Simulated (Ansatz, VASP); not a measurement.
## One calculation of Ti4C3, two programs

```
Ti C
1.0
     4.86616    0.00000    0.00000
    -2.43308    4.21422    0.00000
     0.00000    0.00000    3.78287
Ti C
4 3
Direct
  0.33333 0.66667 0.00000
  0.66667 0.33333 0.00000
  0.00000 0.00000 0.50000
  0.00000 0.00000 0.00000
  0.50000 0.00000 0.50000
  0.00000 0.50000 0.50000
  0.50000 0.50000 0.50000
```

Alike in both runs: functional PBE; k mesh 4 × 4 × 3; occupations gaussian, width 0.2 eV; no spin polarisation.

Ansatz relaxed the structure, and its values are those at the end. VASP's run is a single point on that final structure, the one shown.

|  | VASP | Ansatz |
| --- | --- | --- |
| version | VASP 6.6.1 | Ansatz 0.2.0 |
| potentials or method | VASP PAW PBE potentials, release 64 (Ti_sv, C), cutoff 600 eV | scalar-relativistic, plane waves, PAW |
| valence electrons in the cell | 60 | 60 |

```tsv
	VASP	Ansatz	Ansatz less VASP
gap on the k mesh at the Fermi level (eV)	none	none	-
pressure (GPa)	2.7	0.2	-2.46
```

A gap of «none» marks a metal or a gap that the smearing closes.

The k mesh is coarse, so the values compare programs but aren't converged.
